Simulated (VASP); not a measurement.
# RbBr (Pm-3m) in VASP: notebook

RbBr is run at these levels: LDA; tasks: vibrations by perturbation theory.

Program: VASP 6.6.1. These are calculated values, not measurements. Logs are shortened: lines on timing, memory, paths and dates and some standing lists are left out, and cuts for length are marked.

### 1 The cell of the first run

Symmetry: Pm-3m, No. 221, cubic system. The conventional cell has a = 3.352 Å, b = 3.352 Å, c = 3.352 Å, α = 90.00°, β = 90.00°, γ = 90.00°. Rb (site symmetry m-3m) has 8 Br at 2.90 Å and 6 Rb at 3.35 Å within 3.8 Å. Within 3.8 Å of Br (site symmetry m-3m) lie 8 Rb at 2.90 Å and 6 Br at 3.35 Å.

### 2 Vibrations by perturbation theory, LDA

INCAR reads:

```
SYSTEM = RbBr
ALGO     = Normal         ! electronic algorithm
EDIFF    = 1E-8           ! SCF threshold, eV
ENCUT    = 520            ! plane-wave cutoff, eV
GGA      = CA             ! functional
IBRION   = 8              ! ionic algorithm
ISIF     = 2              ! what is computed and relaxed
ISMEAR   = 0              ! smearing method
LASPH    = .True.         ! aspherical terms in the spheres
LCHARG   = .False.        ! write CHGCAR
LEPSILON = .True.         ! dielectric tensor by DFPT
LREAL    = .False.        ! projectors in reciprocal space
LWAVE    = .False.        ! write WAVECAR
NBANDS   = 15             ! bands
NELM     = 80             ! most SCF steps
NSW      = 1              ! ionic steps
PREC     = Accurate       ! precision mode
SIGMA    = 0.01           ! smearing width, eV
```

KPOINTS reads:

```
k-points
0
Gamma
  6 6 6
  0 0 0
```

POSCAR reads:

```
RbBr
1.0
    3.3524410774      0.0000000000      0.0000000000
    0.0000000000      3.3524410774      0.0000000000
    0.0000000000      0.0000000000      3.3524410774
Rb Br
1 1
Direct
    0.0000000000      0.0000000000      0.0000000000
    0.5000000000      0.5000000000      0.5000000000
```

Potentials or basis: VASP PAW LDA potentials, release 64 (Rb_sv, Br).

Launch:

```console
$ cat potpaw_LDA.64/Rb_sv/POTCAR potpaw_LDA.64/Br/POTCAR > POTCAR
$ mpirun -np 1 vasp_std > vasp.out
```

OUTCAR:

```text
SYSTEM = RbBr
   EDIFF = 1E-8
   ENCUT = 520
   GGA = CA
   IBRION = 8
   ISIF = 2
   ISMEAR = 0
   LASPH = .True.
   LEPSILON = .True.
   LREAL = .False.
   NELM = 80
   NSW = 1
   PREC = Accurate

 ion  position               nearest neighbor table
   1  0.000  0.000  0.000-   2 2.90   2 2.90   2 2.90   2 2.90   2 2.90   2 2.90   2 2.90   2 2.90

   2  0.500  0.500  0.500-   1 2.90   1 2.90   1 2.90   1 2.90   1 2.90   1 2.90   1 2.90   1 2.90

  LATTYP: Found a simple cubic cell.
 ALAT       =     3.3524410774

  Lattice vectors:

 A1 = (   3.3524410774,   0.0000000000,   0.0000000000)
 A2 = (   0.0000000000,   3.3524410774,   0.0000000000)
 A3 = (   0.0000000000,   0.0000000000,   3.3524410774)

Analysis of symmetry for initial positions (statically):
=====================================================================
 Subroutine PRICEL returns:
 Original cell was already a primitive cell.

 Routine SETGRP: Setting up the symmetry group for a
 simple cubic supercell.

 Subroutine GETGRP returns: Found 48 space group operations
 (whereof 48 operations were pure point group operations)
 out of a pool of 48 trial point group operations.

The static configuration has the point symmetry O_h .

Analysis of symmetry for dynamics (positions and initial velocities):
=====================================================================
 Subroutine PRICEL returns:
 Original cell was already a primitive cell.

 Routine SETGRP: Setting up the symmetry group for a
 simple cubic supercell.

 Subroutine GETGRP returns: Found 48 space group operations
 (whereof 48 operations were pure point group operations)
 out of a pool of 48 trial point group operations.

The dynamic configuration has the point symmetry O_h .

 Subroutine INISYM returns: Found 48 space group operations
 (whereof 48 operations are pure point group operations),
 and found     1 'primitive' translations

----------------------------------------------------------------------------------------

                                     Primitive cell

  volume of cell :      37.6776

  direct lattice vectors                    reciprocal lattice vectors
     3.352441077  0.000000000  0.000000000     0.298290105  0.000000000  0.000000000
     0.000000000  3.352441077  0.000000000     0.000000000  0.298290105  0.000000000
     0.000000000  0.000000000  3.352441077     0.000000000  0.000000000  0.298290105

  length of vectors
     3.352441077  3.352441077  3.352441077     0.298290105  0.298290105  0.298290105

  position of ions in fractional coordinates (direct lattice)
     0.000000000  0.000000000  0.000000000
     0.500000000  0.500000000  0.500000000

  ion indices of the primitive-cell ions
   primitive index   ion index
                 1           1
                 2           2

----------------------------------------------------------------------------------------

 KPOINTS: k-points

Automatic generation of k-mesh.
 Grid dimensions read from file:
 generate k-points for:    6    6    6

 Generating k-lattice:

  Cartesian coordinates                     Fractional coordinates (reciprocal lattice)
     0.049715017  0.000000000  0.000000000     0.166666667  0.000000000  0.000000000
     0.000000000  0.049715017  0.000000000     0.000000000  0.166666667  0.000000000
     0.000000000  0.000000000  0.049715017     0.000000000  0.000000000  0.166666667

  Length of vectors
     0.049715017  0.049715017  0.049715017

[... 473 lines left out ...]
     0.000000000  0.000000000  3.352441077     0.000000000  0.000000000  0.298290105

 POSITION                                       TOTAL-FORCE (eV/Angst)
 -----------------------------------------------------------------------------------
      0.00000      0.00000      0.00000         0.000000      0.000000      0.000000
      1.67622      1.67622      1.67622         0.000000      0.000000      0.000000
 -----------------------------------------------------------------------------------
    total drift:                               -0.000000      0.000000      0.000000

  FREE ENERGIE OF THE ION-ELECTRON SYSTEM (eV)
  ---------------------------------------------------
  free  energy   TOTEN  =        -4.7772974443 eV

  energy  without entropy=       -4.7772974443  energy(sigma->0) =       -4.77729744

 HEAD OF MICROSCOPIC STATIC DIELECTRIC TENSOR (INDEPENDENT PARTICLE, excluding Hartree and local field effects)
 ------------------------------------------------------
           5.146660     0.000000     0.000000
           0.000000     5.146660     0.000000
          -0.000000    -0.000000     5.146660
 ------------------------------------------------------

 Free energy of the ion-electron system (eV)
  ---------------------------------------------------
  ---------------------------------------------------
  free energy    TOTEN  =        -0.41098309 eV

  energy without entropy =       -0.41098309

------------------------ aborting loop because EDIFF is reached ----------------------------------------

--------------------------------------- Ionic step        2  -------------------------------------------

------------------------ aborting loop because EDIFF is reached ----------------------------------------

--------------------------------------- Ionic step        3  -------------------------------------------

------------------------ aborting loop because EDIFF is reached ----------------------------------------

 PIEZOELECTRIC TENSOR FIELD DIRECTION 3  (e Angst)
 -----------------------------------------------------------------------------
    -0.00024  0.00000  0.00000           (  0.00001  0.00000 -0.00000)
     0.00000 -0.00024 -0.00000           (  0.00000  0.00001  0.00000)
    -0.00000  0.00000 -0.00274           ( -0.00000  0.00000  0.00002)

 PIEZOELECTRIC TENSOR FIELD DIRECTION 3  (C/m^2)
 -----------------------------------------------------------------------------
    -0.00010  0.00000  0.00000
     0.00000 -0.00010 -0.00000
    -0.00000  0.00000 -0.00117

--------------------------------------- Ionic step        4  -------------------------------------------

------------------------ aborting loop because EDIFF is reached ----------------------------------------

[... ionic steps 5 to 6 ...]

--------------------------------------- Ionic step        7  -------------------------------------------

 Free energy of the ion-electron system (eV)
  ---------------------------------------------------
  ---------------------------------------------------
  free energy    TOTEN  =        -0.13793348 eV

  energy without entropy =       -0.13793348

------------------------ aborting loop because EDIFF is reached ----------------------------------------

 INTERNAL STRAIN TENSOR  FOR ION    2  DIRECTION 1   (eV/Angst):
 -----------------------------------------------------------------------------
     0.01716  0.00000  0.00000
    -0.00000  0.00775  0.00000
     0.00000  0.00000  0.00775

 MACROSCOPIC STATIC DIELECTRIC TENSOR (including local field effects in DFT)
 ------------------------------------------------------
           4.704683     0.000000     0.000000
           0.000000     4.704683    -0.000000
           0.000000     0.000000     4.704683
 ------------------------------------------------------

 PIEZOELECTRIC TENSOR (including local field effects)  for field in x, y, z        (e  Angst)
          XX          YY          ZZ          XY          YZ          ZX
  --------------------------------------------------------------------------------
  x     0.00000     0.00000     0.00000     0.00000     0.00000     0.00000
  y     0.00000     0.00000     0.00000     0.00000     0.00000     0.00000
  z     0.00000     0.00000     0.00000     0.00000     0.00000     0.00000

 PIEZOELECTRIC TENSOR (including local field effects)  for field in x, y, z        (C/m^2)
          XX          YY          ZZ          XY          YZ          ZX
  --------------------------------------------------------------------------------
  x     0.00000     0.00000     0.00000     0.00000     0.00000     0.00000
  y     0.00000     0.00000     0.00000     0.00000     0.00000     0.00000
  z     0.00000     0.00000     0.00000     0.00000     0.00000     0.00000

 BORN EFFECTIVE CHARGES (including local field effects) (in |e|, cummulative output)
 ---------------------------------------------------------------------------------
 ion    1
    1     1.27636     0.00000     0.00000
    2     0.00000     1.27636     0.00000
    3    -0.00000    -0.00000     1.27636
 ion    2
    1    -1.27636    -0.00000    -0.00000
    2    -0.00000    -1.27636    -0.00000
    3     0.00000     0.00000    -1.27636

 INTERNAL STRAIN TENSOR FOR ION    2 for displacements in x,y,z  (eV/Angst):
          X           Y           Z          XY          YZ          ZX
  --------------------------------------------------------------------------------
  x     0.00000     0.00000     0.00000     0.00000     0.00000     0.00000
  y     0.00000     0.00000     0.00000     0.00000     0.00000     0.00000
  z     0.00000     0.00000     0.00000     0.00000     0.00000     0.00000

 SECOND DERIVATIVES (NOT SYMMETRIZED)
 ------------------------------------
               1X          1Y          1Z          2X          2Y          2Z
  1X    -8.817244    0.000000    0.000000    8.817244   -0.000000   -0.000000
  1Y     0.000000   -8.817244   -0.000000   -0.000000    8.817244    0.000000
  1Z    -0.000000   -0.000000   -8.817244    0.000000    0.000000    8.817244
  2X     8.820887   -0.000000   -0.000000   -8.820887    0.000000    0.000000
  2Y    -0.000000    8.820887   -0.000000    0.000000   -8.820887    0.000000
  2Z    -0.000000   -0.000000    8.820887    0.000000    0.000000   -8.820887

 Eigenvectors and eigenvalues of the dynamical matrix
 ----------------------------------------------------

   1 f  =    7.224511 THz    45.392944 2PiTHz  240.983764 cm-1    29.878165 meV
             X         Y         Z           dx          dy          dz
      0.000000  0.000000  0.000000     0.000000    0.695035    0.000000
      1.676221  1.676221  1.676221     0.000000   -0.718976    0.000000
[... 21 lines left out ...]
   6 f/i=    0.000746 THz     0.004685 2PiTHz    0.024872 cm-1     0.003084 meV
             X         Y         Z           dx          dy          dz
      0.000000  0.000000  0.000000    -0.000000   -0.000000    0.718976
      1.676221  1.676221  1.676221     0.000000    0.000000    0.695035

--------------------------------------------------------------------------------------------------------

 MACROSCOPIC STATIC DIELECTRIC TENSOR IONIC CONTRIBUTION
 ------------------------------------------------------
           0.887171    -0.000000    -0.000000
          -0.000000     0.887171     0.000000
          -0.000000     0.000000     0.887171
 ------------------------------------------------------

 ELASTIC MODULI CONTR FROM IONIC RELAXATION (kBar)
 Direction    XX          YY          ZZ          XY          YZ          ZX
 --------------------------------------------------------------------------------
 XX           0.0000      0.0000      0.0000      0.0000      0.0000      0.0000
 YY           0.0000      0.0000      0.0000      0.0000      0.0000      0.0000
 ZZ           0.0000      0.0000      0.0000      0.0000      0.0000      0.0000
 XY           0.0000      0.0000      0.0000      0.0000      0.0000      0.0000
 YZ           0.0000      0.0000      0.0000      0.0000      0.0000      0.0000
 ZX           0.0000      0.0000      0.0000      0.0000      0.0000      0.0000
 --------------------------------------------------------------------------------

 PIEZOELECTRIC TENSOR IONIC CONTR  for field in x, y, z        (C/m^2)
          XX          YY          ZZ          XY          YZ          ZX
  --------------------------------------------------------------------------------
  x     0.00000     0.00000     0.00000     0.00000     0.00000     0.00000
  y     0.00000     0.00000     0.00000     0.00000     0.00000     0.00000
  z     0.00000     0.00000     0.00000     0.00000     0.00000     0.00000
```

Wall time 1.7 min (1 thread of Intel Xeon 6975P-C (Granite Rapids), shared host); peak memory 0.2 GiB.

What came out:

- Electronic dielectric tensor (diagonal): 4.70
- Born charges (mean of the diagonal): Rb +1.28; Br -1.28 e
- Highest phonon frequency at Γ, LO-TO splitting left out: 241 cm⁻¹

Phonon frequencies in cm⁻¹ (negative: imaginary):
| q point | frequencies |
| --- | --- |
| (0.000, 0.000, 0.000) | 0 0 0 241 241 241 |

Electronic dielectric tensor:
```
4.70 0.00 0.00
0.00 4.70 0.00
0.00 0.00 4.70
```

Born effective charge tensors (e):
atom 1, Rb
```
1.28 0.00 0.00
0.00 1.28 0.00
0.00 0.00 1.28
```
atom 2, Br
```
-1.28  0.00  0.00
 0.00 -1.28  0.00
 0.00  0.00 -1.28
```

Caveat: the cell stands under pressure or tension, which shifts response properties.

### 3 Vibrations by perturbation theory, LDA

This run uses another cell than the first one, of 20.07 Å³/atom.

INCAR reads:

```
SYSTEM = RbBr
ALGO     = Normal         ! electronic algorithm
EDIFF    = 1E-8           ! SCF threshold, eV
ENCUT    = 520            ! plane-wave cutoff, eV
IBRION   = 8              ! ionic algorithm
ISIF     = 2              ! what is computed and relaxed
ISMEAR   = 0              ! smearing method
LASPH    = .TRUE.         ! aspherical terms in the spheres
LCHARG   = .TRUE.         ! write CHGCAR
LEPSILON = .TRUE.         ! dielectric tensor by DFPT
LREAL    = .FALSE.        ! projectors in reciprocal space
LWAVE    = .FALSE.        ! write WAVECAR
NELM     = 80             ! most SCF steps
NSW      = 1              ! ionic steps
PREC     = Accurate       ! precision mode
SIGMA    = 0.01           ! smearing width, eV
```

KPOINTS reads:

```
k-points
0
G
  6 6 6
  0 0 0
```

POSCAR reads:

```
RbBr
1.0
    3.4241977162      0.0000000000      0.0000000000
    0.0000000000      3.4241977162      0.0000000000
    0.0000000000      0.0000000000      3.4241977162
Rb Br
1 1
Direct
    0.0000000000      0.0000000000      0.0000000000
    0.5000000000      0.5000000000      0.5000000000
```

Potentials or basis: VASP PAW LDA potentials, release 64 (Rb_sv, Br).

Launch:

```console
$ cat potpaw_LDA.64/Rb_sv/POTCAR potpaw_LDA.64/Br/POTCAR > POTCAR
$ mpirun -np 1 vasp_std > vasp.out
```

OUTCAR:

```text
SYSTEM = RbBr
   EDIFF = 1E-8
   ENCUT = 520
   IBRION = 8
   ISIF = 2
   ISMEAR = 0
   LASPH = .TRUE.
   LEPSILON = .TRUE.
   LREAL = .FALSE.
   NELM = 80
   NSW = 1
   PREC = Accurate

 ion  position               nearest neighbor table
   1  0.000  0.000  0.000-   2 2.97   2 2.97   2 2.97   2 2.97   2 2.97   2 2.97   2 2.97   2 2.97

   2  0.500  0.500  0.500-   1 2.97   1 2.97   1 2.97   1 2.97   1 2.97   1 2.97   1 2.97   1 2.97

  LATTYP: Found a simple cubic cell.
 ALAT       =     3.4241977162

  Lattice vectors:

 A1 = (   3.4241977162,   0.0000000000,   0.0000000000)
 A2 = (   0.0000000000,   3.4241977162,   0.0000000000)
 A3 = (   0.0000000000,   0.0000000000,   3.4241977162)

Analysis of symmetry for initial positions (statically):
[... 596 lines left out ...]
  z     0.00000     0.00000     0.00000     0.00000     0.00000     0.00000

 SECOND DERIVATIVES (NOT SYMMETRIZED)
 ------------------------------------
               1X          1Y          1Z          2X          2Y          2Z
  1X    -7.272562    0.000000    0.000000    7.272562   -0.000000   -0.000000
  1Y    -0.000000   -7.272562    0.000000    0.000000    7.272562   -0.000000
  1Z     0.000000    0.000000   -7.272562   -0.000000   -0.000000    7.272562
  2X     7.274027    0.000000    0.000000   -7.274027   -0.000000   -0.000000
  2Y     0.000000    7.274027    0.000000   -0.000000   -7.274027   -0.000000
  2Z     0.000000   -0.000000    7.274027   -0.000000    0.000000   -7.274027

 Eigenvectors and eigenvalues of the dynamical matrix
 ----------------------------------------------------

   1 f  =    6.560879 THz    41.223216 2PiTHz  218.847352 cm-1    27.133601 meV
             X         Y         Z           dx          dy          dz
      0.000000  0.000000  0.000000    -0.000000    0.695073    0.000000
      1.712099  1.712099  1.712099    -0.000000   -0.718939    0.000000
[... 21 lines left out ...]
   6 f/i=    0.000330 THz     0.002075 2PiTHz    0.011016 cm-1     0.001366 meV
             X         Y         Z           dx          dy          dz
      0.000000  0.000000  0.000000    -0.718939   -0.000000   -0.000000
      1.712099  1.712099  1.712099    -0.695073    0.000000    0.000000

--------------------------------------------------------------------------------------------------------

 MACROSCOPIC STATIC DIELECTRIC TENSOR IONIC CONTRIBUTION
 ------------------------------------------------------
           0.966876     0.000000     0.000000
           0.000000     0.966876    -0.000000
           0.000000    -0.000000     0.966876
 ------------------------------------------------------

 ELASTIC MODULI CONTR FROM IONIC RELAXATION (kBar)
 Direction    XX          YY          ZZ          XY          YZ          ZX
 --------------------------------------------------------------------------------
 XX           0.0000      0.0000      0.0000      0.0000      0.0000      0.0000
 YY           0.0000      0.0000      0.0000      0.0000      0.0000      0.0000
 ZZ           0.0000      0.0000      0.0000      0.0000      0.0000      0.0000
 XY           0.0000      0.0000      0.0000      0.0000      0.0000      0.0000
 YZ           0.0000      0.0000      0.0000      0.0000      0.0000      0.0000
 ZX           0.0000      0.0000      0.0000      0.0000      0.0000      0.0000
 --------------------------------------------------------------------------------

 PIEZOELECTRIC TENSOR IONIC CONTR  for field in x, y, z        (C/m^2)
          XX          YY          ZZ          XY          YZ          ZX
  --------------------------------------------------------------------------------
  x     0.00000     0.00000     0.00000     0.00000     0.00000     0.00000
  y     0.00000     0.00000     0.00000     0.00000     0.00000     0.00000
  z     0.00000     0.00000     0.00000     0.00000     0.00000     0.00000
```

Run time: 94 s. Hardware: 1 thread of Intel Xeon 6975P-C (Granite Rapids), shared host; peak memory 0.19 GiB.

What came out:

```yaml
Electronic_dielectric_tensor_diagonal: 4.40
Born_charges_mean_of_the_diagonal: Rb +1.25; Br -1.25 e
Highest_phonon_frequency_at_Γ_LO-TO_splitting_left_out: 219 cm⁻¹
```

Phonon frequencies in cm⁻¹ (negative: imaginary):
```csv
q point,frequencies
"(0.000, 0.000, 0.000)",0 0 0 219 219 219
```

Electronic dielectric tensor:
```
4.40 0.00 0.00
0.00 4.40 0.00
0.00 0.00 4.40
```

Born effective charge tensors (e):
atom 1, Rb
```
1.25 0.00 0.00
0.00 1.25 0.00
0.00 0.00 1.25
```
atom 2, Br
```
-1.25  0.00  0.00
 0.00 -1.25  0.00
 0.00  0.00 -1.25
```

Caveat: the cell stands under pressure or tension, which shifts response properties.

(Part 1 of 2 ends here.)
